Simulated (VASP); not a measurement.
# Mg2Sn (Fm-3m) in VASP: density of states with PBE

Aim: the density of states of Mg2Sn with PBE.

Program: VASP 6.6.1. These are calculated values, not measurements. Logs are shortened: lines on timing, memory, paths and dates and some standing lists are left out, and cuts for length are marked.

**1. The cell of the first run**

It takes space group Fm-3m (No. 225, cubic). Conventional cell: a = 6.759 Å, b = 6.759 Å, c = 6.759 Å, α = 90.00°, β = 90.00°, γ = 90.00°. Within 3.9 Å of Mg (site symmetry -43m) lie 4 Sn at 2.93 Å and 6 Mg at 3.38 Å. Within 3.9 Å of Sn (site symmetry m-3m) lie 8 Mg at 2.93 Å.

**2. Density of states, PBE**

File POSCAR:

```
Mg2Sn
1.0
    0.0000000000      3.3795000000      3.3795000000
    3.3795000000      0.0000000000      3.3795000000
    3.3795000000      3.3795000000      0.0000000000
Mg Sn
2 1
Direct
    0.2500000000      0.2500000000      0.2500000000
    0.7500000000      0.7500000000      0.7500000000
    0.0000000000      0.0000000000      0.0000000000
```

File INCAR.step1:

```
  PREC = Accurate
  ENCUT = 520
  EDIFF = 1E-6
  ISMEAR = -1
  SIGMA = 0.08
  LREAL = False
  LASPH = True
  NELM = 120
  ALGO = Normal
  ISIF = 2
  LWAVE = False
  LCHARG = True
  GGA = PE
  NBANDS = 16
  GGA_COMPAT = False
  NEDOS = 2001
  LORBIT = 11
```

File KPOINTS.step1:

```
Automatic mesh
0
Gamma
  9 9 9
```

File INCAR.step2:

```
  PREC = Accurate
  ENCUT = 520
  EDIFF = 1E-6
  ISMEAR = -5
  SIGMA = 0.08
  LREAL = False
  LASPH = True
  NELM = 120
  ALGO = Normal
  ISIF = 2
  LWAVE = False
  LCHARG = False
  GGA = PE
  LORBIT = 11
  NBANDS = 16
  NEDOS = 2001
  ICHARG = 11
  GGA_COMPAT = False
```

File KPOINTS.step2:

```
Automatic mesh
0
Gamma
  14 14 14
```

Potentials or basis: VASP PAW PBE potentials, release 64 (Mg, Sn_d).

Launch:

```
$ cat potpaw_PBE.64/Mg/POTCAR potpaw_PBE.64/Sn_d/POTCAR > POTCAR
$ cp INCAR.step1 INCAR
$ cp KPOINTS.step1 KPOINTS
$ mpirun -np 1 vasp_std > vasp.out
$ cp INCAR.step2 INCAR
$ cp KPOINTS.step2 KPOINTS
$ mpirun -np 1 vasp_std > vasp.out
```

OUTCAR:

```text
PREC = Accurate
   ENCUT = 520
   EDIFF = 1E-6
   ISMEAR = -5
   LREAL = False
   LASPH = True
   NELM = 120
   ISIF = 2
   GGA = PE
   LORBIT = 11
   ICHARG = 11

 ion  position               nearest neighbor table
   1  0.250  0.250  0.250-   3 2.93   3 2.93   3 2.93   3 2.93   2 3.38   2 3.38   2 3.38   2 3.38
                             2 3.38   2 3.38
   2  0.750  0.750  0.750-   3 2.93   3 2.93   3 2.93   3 2.93   1 3.38   1 3.38   1 3.38   1 3.38
                             1 3.38   1 3.38
   3  0.000  0.000  0.000-   2 2.93   2 2.93   2 2.93   1 2.93   2 2.93   1 2.93   1 2.93   1 2.93

  LATTYP: Found a face centered cubic cell.
 ALAT       =     6.7590000000

  Lattice vectors:

 A1 = (   0.0000000000,   3.3795000000,   3.3795000000)
 A2 = (   3.3795000000,   0.0000000000,   3.3795000000)
 A3 = (   3.3795000000,   3.3795000000,   0.0000000000)

Analysis of symmetry for initial positions (statically):
=====================================================================
 Subroutine PRICEL returns:
 Original cell was already a primitive cell.

 Routine SETGRP: Setting up the symmetry group for a
 face centered cubic supercell.

 Subroutine GETGRP returns: Found 48 space group operations
 (whereof 48 operations were pure point group operations)
 out of a pool of 48 trial point group operations.

The static configuration has the point symmetry O_h .

Analysis of symmetry for dynamics (positions and initial velocities):
=====================================================================
 Subroutine PRICEL returns:
 Original cell was already a primitive cell.

 Routine SETGRP: Setting up the symmetry group for a
 face centered cubic supercell.

 Subroutine GETGRP returns: Found 48 space group operations
 (whereof 48 operations were pure point group operations)
 out of a pool of 48 trial point group operations.

The dynamic configuration has the point symmetry O_h .

 Subroutine INISYM returns: Found 48 space group operations
 (whereof 48 operations are pure point group operations),
 and found     1 'primitive' translations

----------------------------------------------------------------------------------------

                                     Primitive cell

  volume of cell :      77.1947

  direct lattice vectors                    reciprocal lattice vectors
     0.000000000  3.379500000  3.379500000    -0.147950880  0.147950880  0.147950880
     3.379500000  0.000000000  3.379500000     0.147950880 -0.147950880  0.147950880
     3.379500000  3.379500000  0.000000000     0.147950880  0.147950880 -0.147950880

  length of vectors
     4.779334734  4.779334734  4.779334734     0.256258442  0.256258442  0.256258442

  position of ions in fractional coordinates (direct lattice)
     0.250000000  0.250000000  0.250000000
     0.750000000  0.750000000  0.750000000
     0.000000000  0.000000000  0.000000000

  ion indices of the primitive-cell ions
   primitive index   ion index
                 1           1
                 2           2
                 3           3

----------------------------------------------------------------------------------------

 KPOINTS: Automatic mesh

Automatic generation of k-mesh.
 Grid dimensions read from file:
 generate k-points for:   14   14   14

 Generating k-lattice:

  Cartesian coordinates                     Fractional coordinates (reciprocal lattice)
    -0.010567920  0.010567920  0.010567920     0.071428571  0.000000000  0.000000000
     0.010567920 -0.010567920  0.010567920     0.000000000  0.071428571  0.000000000
     0.010567920  0.010567920 -0.010567920     0.000000000  0.000000000  0.071428571

  Length of vectors
     0.018304174  0.018304174  0.018304174

  Shift w.r.t. Gamma in fractional coordinates (k-lattice)
     0.000000000  0.000000000  0.000000000

 TETIRR: Found    389 inequivalent tetrahedra from    16464

 Subroutine IBZKPT returns following result:
 ===========================================

 Found    104 irreducible k-points:

 Following reciprocal coordinates:
            Coordinates               Weight
  0.000000  0.000000  0.000000      1.000000
  0.071429  0.000000  0.000000      8.000000
  0.142857  0.000000  0.000000      8.000000
  0.214286  0.000000  0.000000      8.000000
  0.285714  0.000000  0.000000      8.000000
  0.357143  0.000000  0.000000      8.000000
[... 16 lines left out ...]
  0.214286  0.142857  0.000000     24.000000
  0.285714  0.142857  0.000000     24.000000
 [... further k-points ...]
   k-points           NKPTS =    104   k-points in BZ     NKDIM =    104   number of bands    NBANDS=     16
   number of dos      NEDOS =   2001   number of ions     NIONS =      3
   total plane-waves  NPLWV =  46656
   dimension x,y,z NGX =    36 NGY =   36 NGZ =   36
   dimension x,y,z NGXF=    72 NGYF=   72 NGZF=   72
   ions per type =               2   1
   NGX,Y,Z   is equivalent  to a cutoff of  12.52, 12.52, 12.52 a.u.
   NGXF,Y,Z  is equivalent  to a cutoff of  25.04, 25.04, 25.04 a.u.
 SYSTEM =  unknown system
   PREC   = accura    normal or accurate (medium, high low for compatibility)
   ISTART =      0    job   : 0-new  1-cont  2-samecut
   ICHARG =     11    charge: 1-file 2-atom 10-const
   ISPIN  =      1    spin polarized calculation?
   LNONCOLLINEAR =      F non collinear calculations
   LSORBIT =      F    spin-orbit coupling
   LASPH  =      T    aspherical Exc in radial PAW
   ENCUT  =  520.0 eV  38.22 Ry    6.18 a.u.   8.89  8.89  8.89*2*pi/ulx,y,z
   NELM   =    120;   NELMIN=  2; NELMDL=  0     # of ELM steps
   EDIFF  = 0.1E-05   stopping-criterion for ELM
   LREAL  =      F    real-space projection
   EDIFFG = 0.1E-04   stopping-criterion for IOM
   NSW    =      0    number of steps for IOM
   IBRION =     -1    ionic relax: 0-MD 1-quasi-New 2-CG
   NFREE  =      0    steps in history (QN), initial steepest desc. (CG)
   ISIF   =      2    stress and relaxation
   ISYM   =      2    0-nonsym 1-usesym 2-fastsym
   POTIM  = 0.5000    time-step for ionic-motion
   TEBEG  =    0.0;   TEEND  =   0.0 temperature during run
   PSTRESS=    0.0 pullay stress
   NELECT =      18.0000    total number of electrons
   NUPDOWN=      -1.0000    fix difference up-down
   EMIN   =  10.00;   EMAX   =-10.00  energy-range for DOS
   EFERMI =   0.00;   METHOD = LEGACY
   ISMEAR =    -5;   SIGMA  =   0.08  broadening in eV -4-tet -1-fermi 0-gaus
   EFERMI_NEDOS =   21; number of points for ismear=-14 and -15
   IALGO  =     38    algorithm
   IMIX   =      4    mixing-type and parameters
     AMIX     =   0.40;   BMIX     =  1.00
     AMIX_MAG =   1.60;   BMIX_MAG =  1.00
  volume/ion in A,a.u.               =      25.73       173.65
  Fermi-wavevector in a.u.,A,eV,Ry     =   1.007635  1.904154 13.814378  1.015328
  Thomas-Fermi vector in A             =   2.140452
   LORBIT       =     11    0 simple, 1 ext, 2 COOP (PROOUT), +10 PAW based schemes
   GGA     = PE    functional components
   LHFCALC =     F    Hartree Fock is set to
   AEXX    =    0.0000 exact exchange contribution
   IVDW    =     0    specifies the selected vdW correction
   LEPSILON=     F    determine dielectric tensor
   LRPA    =     F    only Hartree local field effects (RPA)
 non-spin polarized calculation
 Fermi weights with tetrahedron method with Bloechl corrections
  energy-cutoff  :      520.00
  volume of cell :       77.19
 maximum number of plane-waves:      2102

 number of electron      18.0000006 magnetization

 Free energy of the ion-electron system (eV)
  ---------------------------------------------------
  ext. energy  EPLUGINS =         0.00000000
  ---------------------------------------------------
  free energy    TOTEN  =        -7.42900394 eV

  energy without entropy =       -7.42900394  energy(sigma->0) =       -7.42900394

 E-fermi :   4.2221     XC(G=0):  -8.7638

 val. band max:        4.2849597791   @ k =   0.0000   0.0000   0.0000
 cond. band min:       4.1927571933   @ k =   0.4286   0.4286   0.0000
 fundamental gap:     -0.0922025858
 Fermi energy:         4.2220539102

 k-point     1 :       0.0000    0.0000    0.0000
  band No.  band energies     occupation
      1     -16.6917      2.00000
      2     -16.6917      2.00000
      3     -16.6917      2.00000
      4     -16.6543      2.00000
      5     -16.6543      2.00000
      6      -4.8289      2.00000
[... 8 lines left out ...]
     15       9.7391      0.00000
     16       9.7391      0.00000

 k-point     2 :       0.0714    0.0000    0.0000
  band No.  band energies     occupation
      1     -16.6917      2.00000
      2     -16.6915      2.00000
      3     -16.6915      2.00000
      4     -16.6543      2.00000
      5     -16.6543      2.00000
      6      -4.7872      2.00000
[... 8 lines left out ...]
     15       9.2315      0.00000
     16       9.2315      0.00000

 k-point     3 :       0.1429    0.0000    0.0000
  band No.  band energies     occupation
      1     -16.6916      2.00000
      2     -16.6911      2.00000
      3     -16.6911      2.00000
      4     -16.6542      2.00000
      5     -16.6542      2.00000
      6      -4.6642      2.00000
[... 8 lines left out ...]
     15       8.7722      0.00000
     16       9.1958      0.00000

 k-point     4 :       0.2143    0.0000    0.0000
  band No.  band energies     occupation
      1     -16.6914      2.00000
      2     -16.6904      2.00000
      3     -16.6904      2.00000
      4     -16.6541      2.00000
      5     -16.6541      2.00000
      6      -4.4661      2.00000
[... 8 lines left out ...]
     15       8.6804      0.00000
     16       9.0592      0.00000
[... 324 lines left out ...]
 k-point    22 :       0.1429    0.1429    0.0000
  band No.  band energies     occupation
      1     -16.6923      2.00000
      2     -16.6904      2.00000
      3     -16.6904      2.00000
      4     -16.6547      2.00000
      5     -16.6537      2.00000
      6      -4.6087      2.00000
[... 8 lines left out ...]
     15       9.5705      0.00000
     16       9.9630      0.00000

 k-point    23 :       0.2143    0.1429    0.0000
  band No.  band energies     occupation
      1     -16.6925      2.00000
      2     -16.6898      2.00000
      3     -16.6897      2.00000
      4     -16.6548      2.00000
      5     -16.6535      2.00000
      6      -4.4619      2.00000
[... 8 lines left out ...]
     15       9.7989      0.00000
     16      10.0488      0.00000

 k-point    24 :       0.2857    0.1429    0.0000
  band No.  band energies     occupation
      1     -16.6923      2.00000
      2     -16.6892      2.00000
      3     -16.6890      2.00000
      4     -16.6548      2.00000
      5     -16.6532      2.00000
      6      -4.2458      2.00000
[... 8 lines left out ...]
     15       9.9105      0.00000
     16       9.9916      0.00000

 [... further k-points ...]
[... 5 lines left out ...]
  --------------------------------------------------------------------------------------
  -------------------------------------------------------------------------------------
  Total        0.6608131      0.6608131      0.6608131      0.0000000      0.0000000      0.0000000
  in kB       13.7151921     13.7151921     13.7151921      0.0000000      0.0000000      0.0000000
  external PRESSURE =      13.7151921 kB  Pullay stress =       0.0000000 kB

 VOLUME and BASIS-vectors are now :
 -----------------------------------------------------------------------------
  energy-cutoff  :      520.00
  volume of cell :       77.19
      direct lattice vectors                 reciprocal lattice vectors
     0.000000000  3.379500000  3.379500000    -0.147950880  0.147950880  0.147950880
     3.379500000  0.000000000  3.379500000     0.147950880 -0.147950880  0.147950880
     3.379500000  3.379500000  0.000000000     0.147950880  0.147950880 -0.147950880

 POSITION                                       TOTAL-FORCE (eV/Angst)
 -----------------------------------------------------------------------------------
      1.68975      1.68975      1.68975         0.000000      0.000000      0.000000
      5.06925      5.06925      5.06925        -0.000000     -0.000000     -0.000000
      0.00000      0.00000      0.00000        -0.000000      0.000000      0.000000
 -----------------------------------------------------------------------------------
    total drift:                               -0.000000      0.000000      0.000000

  FREE ENERGIE OF THE ION-ELECTRON SYSTEM (eV)
  ---------------------------------------------------
  free  energy   TOTEN  =        -7.4290039367 eV

  energy  without entropy=       -7.4290039367  energy(sigma->0) =       -7.42900394

 total charge

# of ion       s       p       d       tot
------------------------------------------
    1        0.182   0.126   0.018   0.327
    2        0.182   0.126   0.018   0.327
    3        1.132   1.434   9.922  12.489
--------------------------------------------------
tot          1.497   1.687   9.959  13.143
```

Run time: 89 s. Hardware: 1 thread of Intel Xeon Platinum 8488C (Sapphire Rapids), shared host; peak memory 0.28 GiB.

What came out:

* Valence electrons inside the program's atomic spheres: Mg 0.33; Sn 12.49

Caveat: spin-orbit coupling is left out, which moves the levels of the heavy elements; tetrahedron occupations give inexact forces and stress in metals.
